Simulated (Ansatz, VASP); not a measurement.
Two plane-wave programs on TaF3

```
Ta F
1.0
     3.96499    0.00000    0.00000
     0.00000    3.96499    0.00000
     0.00000    0.00000    3.96499
Ta F
1 3
Direct
  0.00000 0.00000 0.00000
  0.50000 0.00000 0.00000
  0.00000 0.50000 0.00000
  0.00000 0.00000 0.50000
```

Alike in both runs: task relaxation of cell and atoms; functional r2SCAN; k mesh 5 × 5 × 5; no spin polarisation; Hubbard terms Ta d U = 4.0 eV.

|  | VASP | Ansatz |
| --- | --- | --- |
| version | VASP 6.6.1 | Ansatz 0.2.0 |
| potentials or method | VASP PAW PBE potentials, release 64 (Ta_pv, F), cutoff 600 eV | PAW plane waves |
| occupations | fermi-dirac, width 0.1 eV | fermi-dirac |
| valence electrons in the cell | 32 | 34 |

|  | VASP | Ansatz | Ansatz less VASP |
| --- | --- | --- | --- |
| gap on the k mesh at the Fermi level, each at its own relaxed structure (eV) | none | none | - |
| relaxed volume (Å³/atom) | 17.73 | 17.41 | -0.321 |
| relaxed cell length with the largest relative difference (Å) | 4.139 | 4.114 | -0.0251 |

VASP's potentials were made for PBE, not for r2SCAN. The programs project onto different local orbitals, so the same U acts differently, and such runs can settle in different states. A gap of «none» marks a metal or a gap that the smearing closes. VASP's potentials hold 32 valence electrons a cell and Ansatz's 34, so a difference there can come from the potentials and not from the codes. Ansatz's warnings: filled band counts differ across k points.

Spin-orbit coupling is off throughout.
